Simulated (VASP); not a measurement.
Runs of VASP 6.6.1 on Si. The structure is that of space group Imma (No. 74), or close to it. The cells are those of the table. 

```tsv
task	cell	gap on the mesh (eV)	pressure (GPa)	largest force (eV/Å)
single point	a = 3.484 Å, angles 100.2, 95.0, 137.4°, 2 atoms	none	19.3	0.02
single point	a = 3.436 Å, angles 100.2, 95.0, 137.4°, 2 atoms	none	27.8	0.06
single point	a = 3.519 Å, angles 100.2, 95.0, 137.4°, 2 atoms	none	14.0	0.01
single point	a = 3.554 Å, angles 100.2, 95.0, 137.4°, 2 atoms	none	(a)	0.03
electric field gradients	a = 3.484 Å, angles 100.2, 95.0, 137.4°, 2 atoms	none	19.3	0.02
electric field gradients	a = 3.436 Å, angles 100.2, 95.0, 137.4°, 2 atoms	none	27.8	0.06
```

Alike in all rows: level PBE; potentials or basis VASP PAW PBE potentials, release 64 (Si); no spin polarisation; k mesh 16 × 16 × 16; cutoff (eV) 520; smearing fermi-dirac 0.05 eV.

Problem. Estimate the missing entries.

Solution. (a) 9.4.

Caveats: the cell stands under pressure.

A gap of «none» marks levels without a gap at the run's occupations.
